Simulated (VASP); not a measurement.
A run of VASP 6.6.1:

Contents of INCAR:

```
SYSTEM = Sn3O4
PREC = Accurate
ENCUT = 520
EDIFF = 1E-6
ISMEAR = 0
SIGMA = 0.1
LREAL = .False.
LASPH = .True.
NELM = 60
ALGO = Normal
ISIF = 2
LWAVE = .False.
LCHARG = .False.
GGA = PE
NBANDS = 42
```

The input KPOINTS:

```
regular mesh
0
Gamma
  6 6 4
  0 0 0
```

POSCAR

```
Sn3O4
1.0
    6.0671678175     -1.5804781949      0.0000000000
    6.0671678175      1.5804781949      0.0000000000
   -2.4468903699      0.0000000000      5.0933486172
Sn O
3 4
Direct
    0.7440000000      0.7440000000      0.6970000000
    0.2560000000      0.2560000000      0.3030000000
    0.0000000000      0.0000000000      0.0000000000
    0.1130000000      0.1130000000      0.4530000000
    0.8870000000      0.8870000000      0.5470000000
    0.6400000000      0.6400000000      0.9720000000
    0.3600000000      0.3600000000      0.0280000000
```

Potentials or basis: VASP PAW PBE potentials, release 64 (Sn_d, O).

The run is started by

```bash
$ cat potpaw_PBE.64/Sn_d/POTCAR potpaw_PBE.64/O/POTCAR > POTCAR
$ mpirun -np 1 vasp_std > vasp.out
```

Hardware: 1 thread of Intel(R) Xeon(R) 6975P-C (Granite Rapids), on a shared host.

Q: How long does it take, and how much memory?

A: Wall time 3 min on 1 thread of Intel(R) Xeon(R) 6975P-C (Granite Rapids), on a shared host, peak memory 0.36 GiB. Counts: scf iterations 15, k points 47.
